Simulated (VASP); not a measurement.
Wanted: the native input for a VASP 6.6.1 run.

* Task: single point
* Functional: PBE
* Potentials or basis: VASP PAW PBE potentials, release 64 (Li_sv, Nb_sv, O)
* Cutoff: 520 eV
* k mesh: 6 × 6 × 6
* Occupations: fermi-dirac, width 0.02 eV
* Spin: no spin polarisation
* Dipole correction: no
* Further INCAR settings: ALGO = Normal; EDIFF = 1e-06; NBANDS = 45

The structure of LiNbO3 lies in POSCAR:

```
LiNbO3
1.0
    2.5687001209      1.4830397063      4.6282193211
   -2.5687001209      1.4830397063      4.6282193211
    0.0000000000     -2.9660794126      4.6282193211
Li Nb O
2 2 6
Direct
    0.7821730187      0.7821730187      0.7821730187
    0.2821730187      0.2821730187      0.2821730187
    0.5001750950      0.5001750950      0.5001750950
    1.0001750950      1.0001750950      0.0001750950
    0.6079891826      0.2196400653      0.8620226385
    0.8620226385      0.6079891826      0.2196400653
    0.1079891826      0.3620226385      0.7196400653
    0.2196400653      0.8620226385      0.6079891826
    0.7196400653      0.1079891826      0.3620226385
    0.3620226385      0.7196400653      0.1079891826
```

One way to write it, as run:

INCAR

```
ALGO = Normal ; EDIFF = 1E-6
ENCUT = 520 ; GGA = PE
ISIF = 2 ; ISMEAR = -1
LASPH = T ; LCHARG = F
LREAL = F ; LWAVE = F
NBANDS = 45 ; NELM = 100
PREC = Accurate ; SIGMA = 0.02
```

KPOINTS

```
k-points
0
Gamma
  6 6 6
```

Potentials or basis: VASP PAW PBE potentials, release 64 (Li_sv, Nb_sv, O).

The run is started by

```sh
$ cat potpaw_PBE.64/Li_sv/POTCAR potpaw_PBE.64/Nb_sv/POTCAR potpaw_PBE.64/O/POTCAR > POTCAR
$ mpirun -np 1 vasp_std > vasp.out
```

Results of the run:

- Largest force: 0.115 eV/Å
- Band gap on the k mesh: 3.61 eV, indirect (least direct gap 3.64 eV)

Run time: 3.6 min on 1 thread of Intel(R) Xeon(R) Platinum 8488C (Sapphire Rapids) (shared host), peak memory 0.32 GiB.
